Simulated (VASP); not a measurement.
Input of a VASP 6.6.1 run:

File INCAR:

```
SYSTEM = ZrSi2
  PREC = Accurate
  ENCUT = 520
  EDIFF = 1E-7
  ISMEAR = 0
  SIGMA = 0.1
  LREAL = Auto
  LASPH = .TRUE.
  NELM = 100
  ALGO = Normal
  ISIF = 2
  LWAVE = .FALSE.
  LCHARG = .TRUE.
  LDIPOL = .TRUE.
  IDIPOL = 3
  DIPOL = 0.5 0.5 0.500
  GGA = PS
  LELF = .TRUE.
  LVHAR = .TRUE.
  LVACPOTAV = .TRUE.
  NBANDS = 86
  ISYM = 0
```

File KPOINTS:

```
Automatic mesh
0
G
  10 5 1
  0 0 0
```

The input POSCAR:

```
ZrSi2
1.0
    3.6742585517      0.0000000000      0.0000000000
   -1.8371292758      7.2829450145      0.0000000000
    0.0000000000      0.0000000000     25.9702967253
Zr Si
7 14
Direct
    0.8984396878      0.7970017821      0.2910162816
    0.1030659601      0.2061001016      0.3570805744
    0.8969243559      0.7939675386      0.4298518316
    0.1047828544      0.2098198106      0.4999999992
    0.8969243577      0.7939675326      0.5701481698
    0.1030659595      0.2061000991      0.6429194264
    0.8984396867      0.7970017777      0.7089837124
    0.5401050200      0.0801231723      0.2841944465
    0.2547139558      0.5093530484      0.2922211808
    0.4469361835      0.8937727924      0.3590756290
    0.7512610772      0.5022428771      0.3565174335
    0.5556504885      0.1111450045      0.4287071574
    0.2503537120      0.5010593183      0.4292687446
    0.4484679869      0.8969025606      0.4999999996
    0.7513211845      0.5026921452      0.5000000021
    0.5556504769      0.1111450196      0.5712928422
    0.2503537381      0.5010593118      0.5707312524
    0.4469361941      0.8937728104      0.6409243691
    0.7512610482      0.5022428749      0.6434825701
    0.5401050199      0.0801231732      0.7158055547
    0.2547139480      0.5093530406      0.7077788227
```

Potentials or basis: VASP PAW PBE potentials, release 64 (Zr_sv, Si).

The run is started by

```bash
$ cat potpaw_PBE.64/Zr_sv/POTCAR potpaw_PBE.64/Si/POTCAR > POTCAR
$ mpirun -np 1 vasp_std > vasp.out
```

**Question.** Estimate the largest force.

**Answer.** 0.033 eV/Å.

**Question.** What does it give for the band gap on the k mesh?

**Answer.** Zero (band 70 reaches 3.19 eV, above the bottom of band 71 at 2.20 eV).

Forces in eV/Å, atoms in the order of the input:
```
Zr   0.000 -0.002 -0.033
Zr  -0.001  0.001  0.001
Zr   0.000  0.000  0.016
Zr   0.001 -0.008  0.000
Zr   0.000  0.000 -0.016
Zr  -0.001  0.001 -0.001
Zr   0.000 -0.002  0.033
Si   0.000  0.009 -0.014
Si   0.001 -0.001 -0.005
Si   0.000  0.001 -0.004
Si   0.001 -0.002  0.007
Si  -0.001  0.000  0.007
Si  -0.001 -0.002 -0.006
Si  -0.001  0.006  0.000
Si   0.001 -0.004  0.000
Si  -0.001  0.000 -0.007
Si  -0.001 -0.002  0.006
Si   0.000  0.001  0.004
Si   0.001 -0.002 -0.007
Si   0.000  0.009  0.014
Si   0.001 -0.001  0.005
```

Caveat: the PAW data sets were made with another functional, which shifts forces and pressure a little.
